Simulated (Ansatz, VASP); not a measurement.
# BaO: VASP beside Ansatz

The input INCAR:

```
ALGO = Normal ; EDIFF = 1E-6
ENCUT = 600 ; GGA = PE
GGA_COMPAT = F ; ISIF = 2
ISMEAR = -1 ; LASPH = T
LCHARG = T ; LELF = T
LREAL = F ; LVHAR = T
LWAVE = F ; NBANDS = 15
NELM = 120 ; PREC = Accurate
SIGMA = 0.02
```

File KPOINTS:

```
k-points
0
Gamma
  8 8 8
```

File POSCAR:

```
BaO
1.0
    0.0000000000      2.7775000000      2.7500000000
    2.7775000000      0.0000000000      2.7500000000
    2.7775000000      2.7775000000      0.0000000000
Ba O
1 1
Direct
    0.0000000000      0.0000000000      0.0000000000
    0.5000000000      0.5000000000      0.5000000000
```

Input for Ansatz:

```yaml
crystal:
  lattice:
    - [0.0, 2.7775, 2.75]
    - [2.7775, 0.0, 2.75]
    - [2.7775, 2.7775, 0.0]
  atoms:
    - { symbol: Ba, position: [0.0, 0.0, 0.0] }
    - { symbol: O, position: [0.5, 0.5, 0.5] }
kpoints:
  mp_grid: { grid: [8, 8, 8] }
  band_path:
    path:
      - [0.0, 0.0, 0.0]
      - [0.0, 0.5, 0.5]
      - [0.25, 0.75, 0.5]
      - [0.0, 0.5, 0.0]
      - [0.0, 0.0, 0.0]
      - [0.5, 0.5, 0.0]
      - [0.3775125, 0.6224875, 0.0]
      - [-0.3775125, 0.3775125, 0.0]
      - [0.0, 0.0, 0.0]
    npoints: 5
scf:
  occupations: { method: fermi_dirac, width: 0.02 }
hamiltonian:
  xc: pbe
  pseudopotentials: { kind: all_electron, lapw: { basis_error: 0.0005 } }
output:
  forces: true
  stress: true
  eigenvalues: true
```

Change from the starting cell: equal xx and yy strain of +1 %.

Alike in both runs: task single point; functional PBE; k mesh 8 × 8 × 8; occupations fermi-dirac, width 0.02 eV; no spin polarisation.

```csv
,VASP,Ansatz
version,VASP 6.6.1,Ansatz 0.2.0
potentials or method,"VASP PAW PBE potentials, release 64 (Ba_sv, O), cutoff 600 eV","all-electron LAPW, scalar-relativistic"
```

```csv
,VASP,Ansatz,Ansatz less VASP
gap on the k mesh at the Fermi level (eV),1.91,1.98,+0.068
pressure (GPa),3.1,1.5,-1.64
"traceless stress, the component that is largest in VASP (GPa)",0.69,0.53,-0.156
```

Ansatz ran all-electron here, and VASP with PAW potentials.

Neither program's run includes spin-orbit coupling.
